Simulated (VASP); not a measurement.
Input of a VASP 6.6.1 run:

File INCAR:

```
SYSTEM = Nb
PREC = Accurate
ENCUT = 500
EDIFF = 1E-6
ISMEAR = -1
SIGMA = 0.1
LREAL = .False.
LASPH = .True.
NELM = 120
ALGO = Normal
ISIF = 2
LWAVE = .False.
LCHARG = .True.
GGA = PE
LELF = .True.
LVHAR = .True.
NBANDS = 12
GGA_COMPAT = .False.
```

Contents of KPOINTS:

```
regular mesh
0
Gamma
  11 11 11
  0 0 0
```

Contents of POSCAR:

```
Nb
1.0
   -1.6680600000      1.6680600000      1.6680600000
    1.6680600000     -1.6680600000      1.6680600000
    1.6680600000      1.6680600000     -1.6680600000
Nb
1
Direct
    0.0000000000      0.0000000000      0.0000000000
```

Potentials or basis: VASP PAW PBE potentials, release 64 (Nb_sv).

Run with:

```sh
$ cat potpaw_PBE.64/Nb_sv/POTCAR > POTCAR
$ mpirun -np 1 vasp_std > vasp.out
```

(1) What does it give for the pressure?

## Answers

(1) -3.6 GPa.
